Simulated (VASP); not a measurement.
# Si (P1) in VASP: single point with PBE

Aim: the single point of Si with PBE.

Everything below comes from runs of VASP 6.6.1. Logs are shortened: lines on timing, memory, paths and dates and some standing lists are left out, and cuts for length are marked.

## 1. The cell of the first run

The typed cell holds 8 atoms: a = 5.431 Å, b = 5.431 Å, c = 5.431 Å, α = 90.00°, β = 90.00°, γ = 90.00°.

## 2. Single point, PBE

Input file INCAR:

```
PREC = Accurate
ENCUT = 500
EDIFF = 1E-6
ISMEAR = 0
SIGMA = 0.01
LREAL = F
LASPH = T
NELM = 120
ALGO = Normal
ISIF = 2
LWAVE = F
LCHARG = F
GGA = PE
NBANDS = 26
GGA_COMPAT = F
```

Input file KPOINTS:

```
Automatic mesh
0
Gamma
  1 1 1
```

Input file POSCAR:

```
Si
1.0
    5.4310000000      0.0000000000      0.0000000000
    0.0000000000      5.4310000000      0.0000000000
    0.0000000000      0.0000000000      5.4310000000
Si
8
Direct
    0.0098350000      0.0000340000     -0.0000410000
    0.0001660000      0.4900460000      0.5000090000
    0.5001750000     -0.0000860000      0.5151390000
    0.4999690000      0.5000700000      0.0001870000
    0.2501230000      0.2600420000      0.2501220000
    0.2498100000      0.7499710000      0.7401440000
    0.7601010000      0.2499800000      0.7498920000
    0.7499390000      0.7499720000      0.2498460000
```

Potentials or basis: VASP PAW PBE potentials, release 64 (Si).

The run is started by

```bash
cat potpaw_PBE.64/Si/POTCAR > POTCAR
mpirun -np 1 vasp_gam > vasp.out
```

OUTCAR:

```text
PREC = Accurate
   ENCUT = 500
   EDIFF = 1E-6
   ISMEAR = 0
   LREAL = F
   LASPH = T
   NELM = 120
   ISIF = 2
   GGA = PE

 ion  position               nearest neighbor table
   1  0.010  0.000  1.000-   7 2.35   6 2.35   5 2.35   8 2.38
   2  0.000  0.490  0.500-   7 2.29   5 2.29   6 2.35   8 2.38
   3  0.500  1.000  0.515-   6 2.28   7 2.34   8 2.40   5 2.43
   4  0.500  0.500  0.000-   5 2.32   8 2.35   6 2.38   7 2.39
   5  0.250  0.260  0.250-   2 2.29   4 2.32   1 2.35   3 2.43
   6  0.250  0.750  0.740-   3 2.28   2 2.35   1 2.35   4 2.38
   7  0.760  0.250  0.750-   2 2.29   3 2.34   1 2.35   4 2.39
   8  0.750  0.750  0.250-   4 2.35   1 2.38   2 2.38   3 2.40

  LATTYP: Found a simple cubic cell.
 ALAT       =     5.4310000000

  Lattice vectors:

 A1 = (   5.4310000000,   0.0000000000,   0.0000000000)
 A2 = (   0.0000000000,   5.4310000000,   0.0000000000)
 A3 = (   0.0000000000,   0.0000000000,   5.4310000000)

Analysis of symmetry for initial positions (statically):
=====================================================================
 Subroutine PRICEL returns:
 Original cell was already a primitive cell.

 Routine SETGRP: Setting up the symmetry group for a
 simple cubic supercell.

 Subroutine GETGRP returns: Found  1 space group operations
 (whereof  1 operations were pure point group operations)
 out of a pool of 48 trial point group operations.

The static configuration has the point symmetry C_1 .

Analysis of symmetry for dynamics (positions and initial velocities):
=====================================================================
 Subroutine PRICEL returns:
 Original cell was already a primitive cell.

 Routine SETGRP: Setting up the symmetry group for a
 simple cubic supercell.

 Subroutine GETGRP returns: Found  1 space group operations
 (whereof  1 operations were pure point group operations)
 out of a pool of 48 trial point group operations.

The dynamic configuration has the point symmetry C_1 .

 Subroutine INISYM returns: Found  1 space group operations
 (whereof  1 operations are pure point group operations),
 and found     1 'primitive' translations

----------------------------------------------------------------------------------------

                                     Primitive cell

  volume of cell :     160.1915

  direct lattice vectors                    reciprocal lattice vectors
     5.431000000  0.000000000  0.000000000     0.184128153  0.000000000  0.000000000
     0.000000000  5.431000000  0.000000000     0.000000000  0.184128153  0.000000000
     0.000000000  0.000000000  5.431000000     0.000000000  0.000000000  0.184128153

  length of vectors
     5.431000000  5.431000000  5.431000000     0.184128153  0.184128153  0.184128153

  position of ions in fractional coordinates (direct lattice)
     0.009835000  0.000034000  0.999959000
     0.000166000  0.490046000  0.500009000
     0.500175000  0.999914000  0.515139000
     0.499969000  0.500070000  0.000187000
     0.250123000  0.260042000  0.250122000
     0.249810000  0.749971000  0.740144000
     0.760101000  0.249980000  0.749892000
     0.749939000  0.749972000  0.249846000

  ion indices of the primitive-cell ions
   primitive index   ion index
                 1           1
                 2           2
                 3           3
                 4           4
                 5           5
                 6           6
                 7           7
                 8           8

----------------------------------------------------------------------------------------

 KPOINTS: Automatic mesh

Automatic generation of k-mesh.
 Grid dimensions read from file:
 generate k-points for:    1    1    1

 Generating k-lattice:

  Cartesian coordinates                     Fractional coordinates (reciprocal lattice)
     0.184128153  0.000000000  0.000000000     1.000000000  0.000000000  0.000000000
     0.000000000  0.184128153  0.000000000     0.000000000  1.000000000  0.000000000
     0.000000000  0.000000000  0.184128153     0.000000000  0.000000000  1.000000000

  Length of vectors
     0.184128153  0.184128153  0.184128153

  Shift w.r.t. Gamma in fractional coordinates (k-lattice)
     0.000000000  0.000000000  0.000000000

 Subroutine IBZKPT returns following result:
 ===========================================

 Found      1 irreducible k-points:

 Following reciprocal coordinates:
            Coordinates               Weight
  0.000000  0.000000  0.000000      1.000000
   k-points           NKPTS =      1   k-points in BZ     NKDIM =      1   number of bands    NBANDS=     26
   number of dos      NEDOS =    301   number of ions     NIONS =      8
   total plane-waves  NPLWV =  64000
   dimension x,y,z NGX =    40 NGY =   40 NGZ =   40
   dimension x,y,z NGXF=    80 NGYF=   80 NGZF=   80
   ions per type =               8
   NGX,Y,Z   is equivalent  to a cutoff of  12.24, 12.24, 12.24 a.u.
   NGXF,Y,Z  is equivalent  to a cutoff of  24.49, 24.49, 24.49 a.u.
 SYSTEM =  unknown system
   PREC   = accura    normal or accurate (medium, high low for compatibility)
   ISTART =      0    job   : 0-new  1-cont  2-samecut
   ICHARG =      2    charge: 1-file 2-atom 10-const
   ISPIN  =      1    spin polarized calculation?
   LNONCOLLINEAR =      F non collinear calculations
   LSORBIT =      F    spin-orbit coupling
   LASPH  =      T    aspherical Exc in radial PAW
   ENCUT  =  500.0 eV  36.75 Ry    6.06 a.u.   9.90  9.90  9.90*2*pi/ulx,y,z
   NELM   =    120;   NELMIN=  2; NELMDL= -5     # of ELM steps
   EDIFF  = 0.1E-05   stopping-criterion for ELM
   LREAL  =      F    real-space projection
   EDIFFG = 0.1E-04   stopping-criterion for IOM
   NSW    =      0    number of steps for IOM
   IBRION =     -1    ionic relax: 0-MD 1-quasi-New 2-CG
   NFREE  =      0    steps in history (QN), initial steepest desc. (CG)
   ISIF   =      2    stress and relaxation
   ISYM   =      2    0-nonsym 1-usesym 2-fastsym
   POTIM  = 0.5000    time-step for ionic-motion
   TEBEG  =    0.0;   TEEND  =   0.0 temperature during run
   PSTRESS=    0.0 pullay stress
   NELECT =      32.0000    total number of electrons
   NUPDOWN=      -1.0000    fix difference up-down
   EMIN   =  10.00;   EMAX   =-10.00  energy-range for DOS
   EFERMI =   0.00;   METHOD = LEGACY
   ISMEAR =     0;   SIGMA  =   0.01  broadening in eV -4-tet -1-fermi 0-gaus
   EFERMI_NEDOS =   21; number of points for ismear=-14 and -15
   IALGO  =     38    algorithm
   IMIX   =      4    mixing-type and parameters
     AMIX     =   0.40;   BMIX     =  1.00
     AMIX_MAG =   1.60;   BMIX_MAG =  1.00
  volume/ion in A,a.u.               =      20.02       135.13
  Fermi-wavevector in a.u.,A,eV,Ry     =   0.956999  1.808467 12.460868  0.915848
  Thomas-Fermi vector in A             =   2.085978
   LORBIT       =      0    0 simple, 1 ext, 2 COOP (PROOUT), +10 PAW based schemes
   GGA     = PE    functional components
   LHFCALC =     F    Hartree Fock is set to
   AEXX    =    0.0000 exact exchange contribution
   IVDW    =     0    specifies the selected vdW correction
   LEPSILON=     F    determine dielectric tensor
   LRPA    =     F    only Hartree local field effects (RPA)
 non-spin polarized calculation
 Gauss-broadening in eV      SIGMA  =   0.01
  energy-cutoff  :      500.00
  volume of cell :      160.19
 maximum number of plane-waves:      2034
 NGX is ok and might be reduce to    40
   NGX = 19   NGY = 19   NGZ = 19

 number of electron      32.0000003 magnetization

 Free energy of the ion-electron system (eV)
  ---------------------------------------------------
  ext. energy  EPLUGINS =         0.00000000
  ---------------------------------------------------
  free energy    TOTEN  =       -33.06493699 eV

  energy without entropy =      -33.06493699  energy(sigma->0) =      -33.06493699

 E-fermi :   6.4086     XC(G=0):  -9.1986

 val. band max:        6.3236247877   @ k =   0.0000   0.0000   0.0000
 cond. band min:       6.5880259945   @ k =   0.0000   0.0000   0.0000
 fundamental gap:      0.2644012068
 Fermi energy:         6.4085619511

 k-point     1 :       0.0000    0.0000    0.0000
  band No.  band energies     occupation
      1      -5.8860      2.00000
      2      -1.9251      2.00000
      3      -1.8404      2.00000
      4      -1.7412      2.00000
      5      -1.6762      2.00000
      6      -1.5921      2.00000
[... 18 lines left out ...]
     25       8.7063      0.00000
     26       9.5223      0.00000

------------------------ aborting loop because EDIFF is reached ----------------------------------------

  FORCE on cell =-STRESS in cart. coord.  units (eV):
  Direction    XX          YY          ZZ          XY          YZ          ZX
  --------------------------------------------------------------------------------------
  -------------------------------------------------------------------------------------
  Total       10.9281792     10.6054102     10.8135600      1.4938197     -0.0478822     -1.0502742
  in kB      109.2997031    106.0714836    108.1533232     14.9406457     -0.4789006    -10.5044633
  external PRESSURE =     107.8415033 kB  Pullay stress =       0.0000000 kB

 VOLUME and BASIS-vectors are now :
 -----------------------------------------------------------------------------
  energy-cutoff  :      500.00
  volume of cell :      160.19
      direct lattice vectors                 reciprocal lattice vectors
     5.431000000  0.000000000  0.000000000     0.184128153  0.000000000  0.000000000
     0.000000000  5.431000000  0.000000000     0.000000000  0.184128153  0.000000000
     0.000000000  0.000000000  5.431000000     0.000000000  0.000000000  0.184128153

 POSITION                                       TOTAL-FORCE (eV/Angst)
 -----------------------------------------------------------------------------------
      0.05341      0.00018      5.43078         0.173006     -0.070630      0.016970
      0.00090      2.66144      2.71555        -0.336966      0.859909     -0.597365
      2.71645      5.43053      2.79772         0.306507      0.724668     -0.875783
      2.71533      2.71588      0.00102         0.202325      0.342863     -0.759431
      1.35842      1.41229      1.35841         0.499459     -0.791146      0.382020
      1.35672      4.07309      4.01972        -0.427918     -0.921652      0.547931
      4.12811      1.35764      4.07266        -0.226032     -0.294726      0.950214
      4.07292      4.07310      1.35691        -0.190381      0.150713      0.335444
 -----------------------------------------------------------------------------------
    total drift:                                0.000042      0.000001     -0.000023

  FREE ENERGIE OF THE ION-ELECTRON SYSTEM (eV)
  ---------------------------------------------------
  free  energy   TOTEN  =       -33.0649369886 eV

  energy  without entropy=      -33.0649369886  energy(sigma->0) =      -33.06493699
```

It used 11 s of CPU time on 1 thread of AMD EPYC 7R13 Processor (Zen 3) (shared host).

What came out:

| Item | Value |
| --- | --- |
| Free energy | -33.0649 eV |
| Pressure | 10.8 GPa |
| Largest force | 1.177 eV/Å |
| Band gap on the k mesh | 0.26 eV |

Forces in eV/Å, atoms in the order of the input:
```
Si   0.173 -0.071  0.017
Si  -0.337  0.860 -0.597
Si   0.307  0.725 -0.876
Si   0.202  0.343 -0.759
Si   0.499 -0.791  0.382
Si  -0.428 -0.922  0.548
Si  -0.226 -0.295  0.950
Si  -0.190  0.151  0.335
```

Caveat: the k points lie up to 1.16 Å⁻¹ apart; forces of over 1 eV/Å act on the atoms, so gaps and moduli don't describe the material at rest.
